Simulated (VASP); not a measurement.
# Ge (Ccce) in VASP: notebook

Runs on Ge. Level: PBE. Tasks: single point, relaxation of cell and atoms.

All numbers are computed with VASP 6.6.1; they aren't measurements. Logs are shortened: lines on timing, memory, paths and dates and some standing lists are left out, and cuts for length are marked.

### 1 The cell of the first run

Symmetry: Ccce, No. 68, orthorhombic system. Conventional cell: a = 6.047 Å, b = 6.118 Å, c = 8.774 Å, α = 90.00°, β = 90.00°, γ = 90.00°. Ge (site symmetry 1) has 4 Ge at 2.34 to 2.45 Å within 3.1 Å.

The cell was built from a structure type or drawn by symmetry, and may not be a known phase.

### 2 Single point, PBE

The input, INCAR:

```
SYSTEM = Ge
ALGO = Normal
EDIFF = 1E-6
ENCUT = 500
GGA = PE
GGA_COMPAT = .False.
ISIF = 2
ISMEAR = 0
LASPH = .True.
LCHARG = .True.
LELF = .True.
LREAL = .False.
LVHAR = .True.
LWAVE = .False.
NBANDS = 66
NELM = 120
PREC = Accurate
SIGMA = 0.1
```

The input, KPOINTS:

```
k-points
0
Gamma
  4 4 2
  0 0 0
```

The input, POSCAR:

```
Ge
1.0
    3.0233993900     -3.0587661700      0.0000000000
    3.0233993900      3.0587661700      0.0000000000
    0.0000000000      0.0000000000      8.7742586500
Ge
8
Direct
    0.7547179300      0.6304504600      0.8697669100
    0.3695495400      0.2452820700      0.1302330900
    0.8695495400      0.7452820700      0.3697669100
    0.2547179300      0.1304504600      0.6302330900
    0.1304504600      0.2547179300      0.3697669100
    0.7452820700      0.8695495400      0.6302330900
    0.2452820700      0.3695495400      0.8697669100
    0.6304504600      0.7547179300      0.1302330900
```

Potentials or basis: VASP PAW PBE potentials, release 64 (Ge_d).

Started as:

```
cat potpaw_PBE.64/Ge_d/POTCAR > POTCAR
mpirun -np 1 vasp_std > vasp.out
```

OUTCAR:

```text
SYSTEM = Ge
   EDIFF = 1E-6
   ENCUT = 500
   GGA = PE
   ISIF = 2
   ISMEAR = 0
   LASPH = .True.
   LREAL = .False.
   NELM = 120
   PREC = Accurate

 ion  position               nearest neighbor table
   1  0.755  0.630  0.870-   6 2.34   7 2.40   8 2.41   7 2.45
   2  0.370  0.245  0.130-   5 2.34   8 2.40   7 2.41   8 2.45
   3  0.870  0.745  0.370-   8 2.34   5 2.40   6 2.41   5 2.45
   4  0.255  0.130  0.630-   7 2.34   6 2.40   5 2.41   6 2.45
   5  0.130  0.255  0.370-   2 2.34   3 2.40   4 2.41   3 2.45
   6  0.745  0.870  0.630-   1 2.34   4 2.40   3 2.41   4 2.45
   7  0.245  0.370  0.870-   4 2.34   1 2.40   2 2.41   1 2.45
   8  0.630  0.755  0.130-   3 2.34   2 2.40   1 2.41   2 2.45

  LATTYP: Found a base centered orthorhombic cell.
 ALAT       =     6.0467987800
 B/A-ratio  =     1.0116976871
 C/A-ratio  =     1.4510584806

  Lattice vectors:

 A1 = (   3.0233993900,  -3.0587661700,   0.0000000000)
 A2 = (   3.0233993900,   3.0587661700,   0.0000000000)
 A3 = (   0.0000000000,   0.0000000000,   8.7742586500)

Analysis of symmetry for initial positions (statically):
=====================================================================
 Subroutine PRICEL returns:
 Original cell was already a primitive cell.

 Routine SETGRP: Setting up the symmetry group for a
 base centered orthorhombic supercell.

 Subroutine GETGRP returns: Found  8 space group operations
 (whereof  4 operations were pure point group operations)
 out of a pool of  8 trial point group operations.

The static configuration has the point symmetry D_2 .
 The point group associated with its full space group is D_2h.

Analysis of symmetry for dynamics (positions and initial velocities):
=====================================================================
 Subroutine PRICEL returns:
 Original cell was already a primitive cell.

 Routine SETGRP: Setting up the symmetry group for a
 base centered orthorhombic supercell.

 Subroutine GETGRP returns: Found  8 space group operations
 (whereof  4 operations were pure point group operations)
 out of a pool of  8 trial point group operations.

The dynamic configuration has the point symmetry D_2 .
 The point group associated with its full space group is D_2h.

 Subroutine INISYM returns: Found  8 space group operations
 (whereof  4 operations are pure point group operations),
 and found     1 'primitive' translations

[... 98 lines left out ...]
   NSW    =      0    number of steps for IOM
   IBRION =     -1    ionic relax: 0-MD 1-quasi-New 2-CG
   NFREE  =      0    steps in history (QN), initial steepest desc. (CG)
   ISIF   =      2    stress and relaxation
   ISYM   =      2    0-nonsym 1-usesym 2-fastsym
   POTIM  = 0.5000    time-step for ionic-motion
   TEBEG  =    0.0;   TEEND  =   0.0 temperature during run
   PSTRESS=    0.0 pullay stress
   NELECT =     112.0000    total number of electrons
   NUPDOWN=      -1.0000    fix difference up-down
   EMIN   =  10.00;   EMAX   =-10.00  energy-range for DOS
   EFERMI =   0.00;   METHOD = LEGACY
   ISMEAR =     0;   SIGMA  =   0.10  broadening in eV -4-tet -1-fermi 0-gaus
   EFERMI_NEDOS =   21; number of points for ismear=-14 and -15
   IALGO  =     38    algorithm
   IMIX   =      4    mixing-type and parameters
     AMIX     =   0.40;   BMIX     =  1.00
     AMIX_MAG =   1.60;   BMIX_MAG =  1.00
  volume/ion in A,a.u.               =      20.29       136.90
  Fermi-wavevector in a.u.,A,eV,Ry     =   1.446728  2.733919 28.477276  2.093021
  Thomas-Fermi vector in A             =   2.564763
   LORBIT       =      0    0 simple, 1 ext, 2 COOP (PROOUT), +10 PAW based schemes
   GGA     = PE    functional components
   LHFCALC =     F    Hartree Fock is set to
   AEXX    =    0.0000 exact exchange contribution
   IVDW    =     0    specifies the selected vdW correction
   LEPSILON=     F    determine dielectric tensor
   LRPA    =     F    only Hartree local field effects (RPA)
 non-spin polarized calculation
 Gauss-broadening in eV      SIGMA  =   0.10
  energy-cutoff  :      500.00
  volume of cell :      162.29
 maximum number of plane-waves:      4140
   NGX = 15   NGY = 15   NGZ = 31

 number of electron     112.0000039 magnetization

 Free energy of the ion-electron system (eV)
  ---------------------------------------------------
  ext. energy  EPLUGINS =         0.00000000
  ---------------------------------------------------
  free energy    TOTEN  =       -32.69128121 eV

  energy without entropy =      -32.68106458  energy(sigma->0) =      -32.68617289

 E-fermi :   5.7131     XC(G=0): -10.5879

 val. band max:        5.6774348016   @ k =   0.0000   0.0000   0.5000
 cond. band min:       5.7738419612   @ k =   0.2500  -0.0000   0.0000
 fundamental gap:      0.0964071597
 Fermi energy:         5.7131099808

 k-point     1 :       0.0000    0.0000    0.0000
  band No.  band energies     occupation
      1     -19.1360      2.00000
      2     -19.1150      2.00000
      3     -19.0939      2.00000
      4     -19.0242      2.00000
      5     -19.0237      2.00000
      6     -19.0199      2.00000
[... 955 lines left out ...]
     65      12.0623      0.00000
     66      12.1075      0.00000

------------------------ aborting loop because EDIFF is reached ----------------------------------------

  FORCE on cell =-STRESS in cart. coord.  units (eV):
  Direction    XX          YY          ZZ          XY          YZ          ZX
  --------------------------------------------------------------------------------------
  -------------------------------------------------------------------------------------
  Total        9.2492204     11.0084506     18.3536839      0.0000000      0.0000000      0.0000000
  in kB       91.3131831    108.6812318    181.1972505      0.0000000      0.0000000      0.0000000
  external PRESSURE =     127.0638885 kB  Pullay stress =       0.0000000 kB

 VOLUME and BASIS-vectors are now :
 -----------------------------------------------------------------------------
  energy-cutoff  :      500.00
  volume of cell :      162.29
      direct lattice vectors                 reciprocal lattice vectors
     3.023399390 -3.058766170  0.000000000     0.165376762 -0.163464604  0.000000000
     3.023399390  3.058766170  0.000000000     0.165376762  0.163464604  0.000000000
     0.000000000  0.000000000  8.774258650     0.000000000  0.000000000  0.113969743

 POSITION                                       TOTAL-FORCE (eV/Angst)
 -----------------------------------------------------------------------------------
      4.18792     -0.38011      7.63156         0.247522     -0.147531      0.289687
      1.85888     -0.38011      1.14270        -0.247522     -0.147531     -0.289687
      4.88228     -0.38011      3.24443        -0.247522     -0.147531      0.289687
      1.16452     -0.38011      5.52983         0.247522     -0.147531     -0.289687
      1.16452      0.38011      3.24443         0.247522      0.147531      0.289687
      4.88228      0.38011      5.52983        -0.247522      0.147531     -0.289687
      1.85888      0.38011      7.63156        -0.247522      0.147531      0.289687
      4.18792      0.38011      1.14270         0.247522      0.147531     -0.289687
 -----------------------------------------------------------------------------------
    total drift:                               -0.000000     -0.000000      0.000000

  FREE ENERGIE OF THE ION-ELECTRON SYSTEM (eV)
  ---------------------------------------------------
  free  energy   TOTEN  =       -32.6912812125 eV

  energy  without entropy=      -32.6810645769  energy(sigma->0) =      -32.68617289
```

OSZICAR:

```text
N       E                     dE             d eps       ncg     rms          rms(c)
DAV:   1     0.135166537507E+04    0.13517E+04   -0.49856E+04  2192   0.477E+03
DAV:   2     0.241581815239E+03   -0.11101E+04   -0.10761E+04  1848   0.112E+03
DAV:   3    -0.776903900998E+01   -0.24935E+03   -0.24014E+03  1888   0.273E+02
DAV:   4    -0.322196876123E+02   -0.24451E+02   -0.23658E+02  2146   0.914E+01
DAV:   5    -0.330780101590E+02   -0.85832E+00   -0.85250E+00  2070   0.193E+01    0.660E+00
DAV:   6    -0.328188098336E+02    0.25920E+00   -0.33465E-01  2584   0.392E+00    0.375E+00
DAV:   7    -0.326842344434E+02    0.13458E+00   -0.27998E-01  2160   0.367E+00    0.295E-01
DAV:   8    -0.326908518738E+02   -0.66174E-02   -0.79267E-02  2104   0.262E+00    0.204E-01
DAV:   9    -0.326911476347E+02   -0.29576E-03   -0.28354E-03  2360   0.358E-01    0.134E-01
DAV:  10    -0.326912666815E+02   -0.11905E-03   -0.26157E-04  2056   0.948E-02    0.392E-02
DAV:  11    -0.326912794467E+02   -0.12765E-04   -0.43676E-05  2080   0.434E-02    0.111E-02
DAV:  12    -0.326912809981E+02   -0.15513E-05   -0.63672E-06  1640   0.180E-02    0.385E-03
DAV:  13    -0.326912812125E+02   -0.21447E-06   -0.13233E-06  1328   0.746E-03
   1 F= -.32691281E+02 E0= -.32686173E+02  d E =-.102166E-01
```

stdout:

```text
POSCAR found type information on POSCAR Ge
 POSCAR found :  1 types and       8 ions
 scaLAPACK will be used
 LDA part: xc-table for (Slater+PW92), standard interpolation
 POSCAR, INCAR and KPOINTS ok, starting setup
 FFT: planning ... GRIDC
 FFT: planning ... GRID_SOFT
 FFT: planning ... GRID
 WAVECAR not read
 entering main loop
```

Wall time 69 s (1 thread of Intel Xeon 6975P-C (Granite Rapids), shared host); peak memory 0.28 GiB.

Results:

```
Free energy            : -32.6913 eV
Pressure               : 12.7 GPa
Largest force          : 0.409 eV/Å
Band gap on the k mesh : zero (bands 56 and 57 overlap by 0.71 eV)
```

Forces in eV/Å, atoms in the order of the input:
```
Ge   0.248 -0.148  0.290
Ge  -0.248 -0.148 -0.290
Ge  -0.248 -0.148  0.290
Ge   0.248 -0.148 -0.290
Ge   0.248  0.148  0.290
Ge  -0.248  0.148 -0.290
Ge  -0.248  0.148  0.290
Ge   0.248  0.148 -0.290
```

Stress tensor (GPa, compression positive):
```
 9.13  0.00  0.00
 0.00 10.87  0.00
 0.00  0.00 18.12
```

Caveat: the k points lie up to 0.37 Å⁻¹ apart, too coarse for converged energies and pressures of a metal; semilocal functionals underestimate gaps, so a narrow gap can read as zero.

### 3 Single point, PBE

This run uses another cell than the first one, of 22.96 Å³/atom.

The input, INCAR:

```
  ALGO = Normal
  EDIFF = 1E-6
  ENCUT = 500
  GGA = PE
  GGA_COMPAT = F
  ISIF = 2
  ISMEAR = 0
  LASPH = T
  LCHARG = F
  LREAL = F
  LWAVE = F
  NBANDS = 66
  NELM = 120
  PREC = Accurate
  SIGMA = 0.1
```

The input, KPOINTS:

```
k-points
0
Gamma
  4 4 2
```

The input, POSCAR:

```
Ge
1.0
    2.9935514221     -3.1924897791      0.0000000000
    2.9935514221      3.1924897791      0.0000000000
    0.0000000000      0.0000000000      9.6117656526
Ge
8
Direct
    0.7650370879      0.6535285127      0.8729098937
    0.3464714873      0.2349629121      0.1270901063
    0.8464714873      0.7349629121      0.3729098937
    0.2650370879      0.1535285127      0.6270901063
    0.1535285127      0.2650370879      0.3729098937
    0.7349629121      0.8464714873      0.6270901063
    0.2349629121      0.3464714873      0.8729098937
    0.6535285127      0.7650370879      0.1270901063
```

Potentials or basis: VASP PAW PBE potentials, release 64 (Ge_d).

Started as:

```
cat potpaw_PBE.64/Ge_d/POTCAR > POTCAR
mpirun -np 1 vasp_std > vasp.out
```

Wall time 66 s (1 thread of Intel Xeon 6975P-C (Granite Rapids), shared host); peak memory 0.31 GiB.

It converged, with:

```yaml
Free_energy: -33.8321 eV
Pressure: -0.1 GPa
Largest_force: 0.041 eV/Å
Band_gap_on_the_k_mesh: zero (bands 56 and 57 overlap by 0.87 eV)
```

Forces in eV/Å, atoms in the order of the input:
```
Ge  -0.020  0.036  0.004
Ge   0.020  0.036 -0.004
Ge   0.020  0.036  0.004
Ge  -0.020  0.036 -0.004
Ge  -0.020 -0.036  0.004
Ge   0.020 -0.036 -0.004
Ge   0.020 -0.036  0.004
Ge  -0.020 -0.036 -0.004
```

Stress tensor (GPa, compression positive):
```
-0.25  0.00  0.00
 0.00 -0.26  0.00
 0.00  0.00  0.12
```

Levels at points of the mesh, in eV from the Fermi level:
| k point | band 53 | band 54 | band 55 | band 56 | band 57 | band 58 | band 59 | band 60 |
| --- | --- | --- | --- | --- | --- | --- | --- | --- |
| (0.00, 0.00, 0.00) | -1.63 | -0.99 | -0.79 | -0.48 | 0.68 | 0.74 | 0.81 | 1.58 |
| (0.50, 0.00, 0.00) | -1.35 | -1.35 | -0.66 | -0.66 | 0.12 | 0.12 | 1.68 | 1.68 |
| (0.50, 0.50, 0.00) | -2.42 | -2.15 | -1.90 | -1.36 | -0.68 | -0.47 | 2.71 | 2.75 |
| (0.00, 0.00, 0.50) | -1.29 | -1.29 | -0.33 | -0.33 | 0.91 | 0.91 | 1.24 | 1.24 |
| (0.50, 0.00, 0.50) | -0.80 | -0.80 | -0.58 | -0.58 | 0.27 | 0.27 | 1.12 | 1.12 |
| (0.50, 0.50, 0.50) | -2.08 | -2.08 | -2.04 | -2.04 | 0.95 | 0.95 | 1.52 | 1.52 |

(Part 1 of 2 ends here.)
